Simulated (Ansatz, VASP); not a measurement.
**NbTe: VASP beside Ansatz**

Contents of INCAR:

```
SYSTEM = NbTe
PREC = Accurate ; ENCUT = 520
EDIFF = 1E-6 ; ISMEAR = -1
SIGMA = 0.05 ; LREAL = .FALSE.
LASPH = .TRUE. ; NELM = 150
ALGO = Normal ; ISIF = 2
LWAVE = .FALSE. ; LCHARG = .FALSE.
MAGMOM = 0 0 0 0 0 0 ; LORBIT = 11
LSORBIT = .TRUE. ; GGA_COMPAT = .FALSE.
LORBMOM = .TRUE. ; LMAXMIX = 4
GGA = PE ; NBANDS = 31
```

The input KPOINTS:

```
Automatic mesh
0
G
  6 6 5
  0 0 0
```

File POSCAR:

```
NbTe
1.0
    3.7029743866      0.0000000000      0.0000000000
   -1.8514871933      3.2068698884      0.0000000000
    0.0000000000      0.0000000000      3.6942110000
Te Nb
1 1
Direct
    0.6666666667      0.3333333333      0.0000000000
    0.0000000000      0.0000000000      0.5000000000
```

Contents of input.yaml:

```yaml
crystal:
  lattice:
    - [3.7029743866, 0.0, 0.0]
    - [-1.8514871933, 3.2068698884, 0.0]
    - [0.0, 0.0, 3.694211]
  atoms:
    - { symbol: Te, position: [0.6666666667, 0.3333333333, 0.0] }
    - { symbol: Nb, position: [0.0, 0.0, 0.5] }
hamiltonian:
  xc: pbe
  pseudopotentials: { kind: paw_fr }
magnetization:
  noncollinear: true
  spin_orbit: true
kpoints:
  mp_grid: { grid: [6, 6, 5] }
  band_path:
    path:
      - [[0.0, 0.0, 0.0], [0.5, 0.0, 0.0], [0.3333333333, 0.3333333333, 0.0], [0.0, 0.0, 0.0], [0.0, 0.0, 0.5], [0.5, 0.0, 0.5], [0.3333333333, 0.3333333333, 0.5], [0.0, 0.0, 0.5]]
      - [[0.5, 0.0, 0.5], [0.5, 0.0, 0.0]]
      - [[0.3333333333, 0.3333333333, 0.0], [0.3333333333, 0.3333333333, 0.5]]
    npoints: 14
scf:
  occupations: { method: fermi_dirac, width: 0.05 }
  n_extra_bands: 6
output:
  forces: true
  stress: true
  eigenvalues: true
  fatbands: false
```

Alike in both runs: functional PBE; k mesh 6 × 6 × 5; occupations fermi-dirac, width 0.05 eV; non-collinear spin, spin-orbit coupling.

|  | VASP | Ansatz |
| --- | --- | --- |
| version | VASP 6.6.1 | Ansatz 0.2.0 |
| potentials or method | VASP PAW PBE potentials, release 64 (Te, Nb_sv) | Ansatz PAW |
| plane-wave cutoff (eV) | 520 | 420 |
| valence electrons in the cell | 19 | 29 |
| task | single point | band structure |

```csv
,VASP,Ansatz,Ansatz less VASP
pressure (GPa),-0.7,-0.5,+0.21
"traceless stress, the component that is largest in VASP (GPa)",0.33,0.37,+0.042
```

VASP's potentials hold 19 valence electrons a cell and Ansatz's 29, so a difference there can come from the potentials and not from the codes.
